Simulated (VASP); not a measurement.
Write the native input for VASP 6.6.1 that does the following.

```
Task                   : single point
Functional             : r2SCAN
Dispersion             : rVV10
Potentials or basis    : VASP PAW PBE potentials, release 64 (N)
Cutoff                 : 520 eV
k mesh                 : 6 × 6 × 4
Occupations            : fermi-dirac, width 0.02 eV
Spin                   : no spin polarisation
Dipole correction      : no
Further INCAR settings : ALGO = Normal; EDIFF = 1e-06; NBANDS = 18
```

The system is N.

```
CELL_PARAMETERS angstrom
3.96097 0.00000 0.00000
0.00000 3.96097 0.00000
0.00000 0.00000 5.13318
ATOMIC_POSITIONS crystal
N 0.90241 0.90241 0.00000
N 0.59759 0.40241 0.50000
N 0.09759 0.09759 0.00000
N 0.40241 0.59759 0.50000
```

One way to write it, as run:

POSCAR

```
N
1.0
    3.9609740433      0.0000000000      0.0000000000
    0.0000000000      3.9609740433      0.0000000000
    0.0000000000      0.0000000000      5.1331803146
N
4
Direct
    0.9024068167      0.9024068167      0.0000000000
    0.5975931833      0.4024068167      0.5000000000
    0.0975931833      0.0975931833      0.0000000000
    0.4024068167      0.5975931833      0.5000000000
```

INCAR.step1

```
SYSTEM = N
PREC = Accurate
ENCUT = 520
ISMEAR = -1
SIGMA = 0.02
LREAL = .FALSE.
LASPH = .TRUE.
NELM = 80
NBANDS = 18
GGA = PE
ALGO = Normal
EDIFF = 1E-4
LWAVE = .TRUE.
LCHARG = .FALSE.
```

INCAR.step2

```
SYSTEM = N
PREC = Accurate
ENCUT = 520
EDIFF = 1E-6
ISMEAR = -1
SIGMA = 0.02
LREAL = .FALSE.
LASPH = .TRUE.
NELM = 80
ALGO = Normal
ISIF = 2
LWAVE = .FALSE.
LCHARG = .FALSE.
METAGGA = R2SCAN
LMIXTAU = .TRUE.
LUSE_VDW = .TRUE.
IVDW_NL = 2
BPARAM = 11.95
CPARAM = 0.0093
NBANDS = 18
ISTART = 1
```

KPOINTS

```
Automatic mesh
0
G
  6 6 4
  0 0 0
```

Potentials or basis: VASP PAW PBE potentials, release 64 (N).

Run with:

```console
$ cat potpaw_PBE.64/N/POTCAR > POTCAR
$ cp INCAR.step1 INCAR
$ mpirun -np 1 vasp_std > vasp.out
$ cp INCAR.step2 INCAR
$ mpirun -np 1 vasp_std > vasp.out
```

It gave:

```json
{
  "Pressure": "2.9 GPa",
  "Largest force": "2.305 eV/Å",
  "Band gap on the k mesh": "7.44 eV (least direct gap 7.68 eV)"
}
```

Caveat: the standard files for N, O and F lose accuracy on very short bonds; the PAW data sets were made with another functional, which shifts forces and pressure a little.

It took 78 s on 1 thread of Intel(R) Xeon(R) 6975P-C (Granite Rapids), on a shared host, peak memory 0.33 GiB.
